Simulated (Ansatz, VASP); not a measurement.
## PbS in VASP and in Ansatz

Contents of INCAR:

```
SYSTEM = PbS
PREC = Accurate ; ENCUT = 520
EDIFF = 1E-8 ; ISMEAR = -1
SIGMA = 0.01 ; LREAL = .False.
LASPH = .True. ; NELM = 60
ALGO = Normal ; ISIF = 2
LWAVE = .False. ; LCHARG = .False.
GGA = PE ; LEFG = .True.
NBANDS = 17
```

File KPOINTS:

```
Automatic mesh
0
Gamma
  7 7 7
  0 0 0
```

The input POSCAR:

```
PbS
1.0
   -0.0444750000      2.9650000000      2.9650000000
    2.9650000000     -0.0444750000      2.9650000000
    2.9205250000      2.9205250000      0.0000000000
Pb S
1 1
Direct
    0.0000000000      0.0000000000      0.0000000000
    0.5000000000      0.5000000000      0.5000000000
```

Input for Ansatz:

```yaml
crystal:
  lattice:
    - [-0.044475, 2.965, 2.965]
    - [2.965, -0.044475, 2.965]
    - [2.920525, 2.920525, 0.0]
  atoms:
    - { symbol: Pb, position: [0.0, 0.0, 0.0] }
    - { symbol: S, position: [0.5, 0.5, 0.5] }
kpoints:
  mp_grid: { grid: [7, 7, 7] }
scf:
  occupations: { method: fermi_dirac, width: 0.01 }
hamiltonian:
  xc: pbe
  pseudopotentials: { kind: all_electron, datasets: crystal }
output:
  forces: true
  stress: true
  eigenvalues: true
  efg: { contact_densities: true }
```

Change from the starting cell: xy shear strain of -3 %, crystal datasets.

Alike in both runs: task electric field gradients; functional PBE; k mesh 7 × 7 × 7; occupations fermi-dirac, width 0.01 eV; no spin polarisation.

|  | VASP | Ansatz |
| --- | --- | --- |
| version | VASP 6.6.1 | Ansatz 0.2.0 |
| potentials or method | VASP PAW PBE potentials, release 64 (Pb_d, S), cutoff 520 eV | all-electron PAW with datasets made for the crystal, scalar-relativistic |

```csv
,VASP,Ansatz,Ansatz less VASP
gap on the k mesh at the Fermi level (eV),0.82,0.82,-0.003
pressure (GPa),2.2,2.2,+0.08
"traceless stress, the component that is largest in VASP (GPa)",0.58,0.58,-0.001
size of Vzz on the site where it differs most (V/Å²),3.5,6.7,+3.28
```

Ansatz ran all-electron here, and VASP with PAW potentials.

Spin-orbit coupling is off throughout.
